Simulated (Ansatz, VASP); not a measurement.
**NbTe in VASP and in Ansatz**

```xyz
2
Lattice="3.2921 0.0000 0.0000 0.0000 3.2921 0.0000 0.0000 0.0000 3.2921" Properties=species:S:1:pos:R:3 pbc="T T T"
Nb    0.0000    0.0000    0.0000
Te    1.6460    1.6460    1.6460
```

Change from the starting cell: volume scaled by 0.92, PAW files.

Alike in both runs: task single point; functional PBEsol; k mesh 12 × 12 × 12; occupations fermi-dirac, width 0.1 eV; no spin polarisation.

|  | VASP | Ansatz |
| --- | --- | --- |
| version | VASP 6.6.1 | Ansatz 0.2.0 |
| potentials or method | VASP PAW PBE potentials, release 64 (Nb_sv, Te) | PAW with Ansatz's default frozen-core files, scalar-relativistic |
| plane-wave cutoff (eV) | 520 | 420 |
| valence electrons in the cell | 19 | 29 |

Ansatz gave:

- pressure (GPa): 14.9

**Question.** Estimate VASP's values.

**Answer.** Pressure (GPa): 14.8.

VASP's potentials were made for PBE, not for PBEsol. VASP's potentials hold 19 valence electrons a cell and Ansatz's 29, so a difference there can come from the potentials and not from the codes.

Spin-orbit coupling is off throughout.
